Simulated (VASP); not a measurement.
S, 1 atom in the cell. The structure is cubic, space group Fm-3m (No. 225). Conventional cell: a = 3.922 Å, b = 3.922 Å, c = 3.922 Å, α = 90.00°, β = 90.00°, γ = 90.00°. S (site symmetry m-3m) has 12 S at 2.77 Å within 3.7 Å.  This cell differs from its parent crystal: volume scaled by 0.95.

| Item | Value |
| --- | --- |
| Program | VASP 6.6.1 |
| Task | single point |
| Functional | PBE |
| Potentials or basis | VASP PAW PBE potentials, release 64 (S) |
| Cutoff | 520 eV |
| k mesh | 16 × 16 × 16 |
| Occupations | fermi-dirac, width 0.08 eV |
| Spin | no spin polarisation |
| Dipole correction | no |
| Further INCAR settings | ALGO = Normal; EDIFF = 1e-06; NBANDS = 9 |

Potentials or basis: VASP PAW PBE potentials, release 64 (S).

Launch:

```console
$ cat potpaw_PBE.64/S/POTCAR > POTCAR
$ mpirun -np 1 vasp_std > vasp.out
```

Hardware: 1 thread of AMD EPYC 9R45 (Zen 5), with other jobs on the host.

Problem. How long does it take, and how much memory?

Solution. Run time: 17 s on 1 thread of AMD EPYC 9R45 (Zen 5), with other jobs on the host, peak memory 0.11 GiB. Counts: scf iterations 10, k points 145.
